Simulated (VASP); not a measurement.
## AgCl: single point with PBEsol

The system is AgCl.

```
CELL_PARAMETERS angstrom
0.00000 2.80964 2.80964
2.80964 0.00000 2.80964
2.80964 2.80964 0.00000
ATOMIC_POSITIONS crystal
Ag 0.50000 0.50000 0.50000
Cl 0.00000 0.00000 0.00000
```

This cell differs from its parent crystal: volume scaled by 1.04.

* Program: VASP 6.6.1
* Task: single point
* Functional: PBEsol
* Potentials or basis: VASP PAW PBE potentials, release 64 (Ag, Cl)
* Cutoff: 520 eV
* k mesh: 9 × 9 × 9
* Occupations: fermi-dirac, width 0.01 eV
* Spin: no spin polarisation

```yaml
Pressure: -4.2 GPa
Band_gap_on_the_k_mesh: 0.79 eV, indirect (least direct gap 2.88 eV)
```

Levels at points of the mesh, in eV from the valence-band top:
```
           k point  band 6  band 7  band 8  band 9  band 10  band 11  band 12  band 13
(0.00, 0.00, 0.00)   -2.24   -2.13   -2.13   -2.13     0.79    10.80    10.80    10.80
```

Run time: 21 s on 1 thread of Intel(R) Xeon(R) Platinum 8259CL CPU @ 2.50GHz (Skylake/Cascade Lake), with other jobs on the host, peak memory 0.18 GiB.

Caveat: the PAW data sets were made with another functional, which shifts forces and pressure a little. A k mesh can miss the band edges.
